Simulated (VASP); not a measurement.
Here is a VASP 6.6.1 calculation.

The input INCAR:

```
  PREC = Accurate
  ENCUT = 520
  EDIFF = 1E-6
  ISMEAR = -1
  SIGMA = 0.1
  LREAL = False
  LASPH = True
  NELM = 60
  ALGO = Normal
  ISIF = 2
  LWAVE = False
  LCHARG = False
  GGA = PE
  NBANDS = 19
```

KPOINTS

```
regular mesh
0
Gamma
  12 12 12
```

POSCAR

```
Cr
1.0
    0.0000000000      2.4800122290      2.4800122290
    2.4800122290      0.0000000000      2.4800122290
    2.4800122290      2.4800122290      0.0000000000
Cr
2
Direct
    0.1250000000      0.1250000000      0.1250000000
    0.8750000000      0.8750000000      0.8750000000
```

Potentials or basis: VASP PAW PBE potentials, release 64 (Cr_pv).

Launch:

```console
$ cat potpaw_PBE.64/Cr_pv/POTCAR > POTCAR
$ mpirun -np 1 vasp_std > vasp.out
```

Task: Predict the band gap on the k mesh.

Result: Zero (band 12 reaches 7.45 eV, above the bottom of band 13 at 6.86 eV).

Task: Predict the pressure.

Result: 10.5 GPa.

Caveat: the run has no spin polarisation, though such a crystal can be magnetic. Spin polarisation is off, so any magnetic state and its effect on volume and gap are missing.
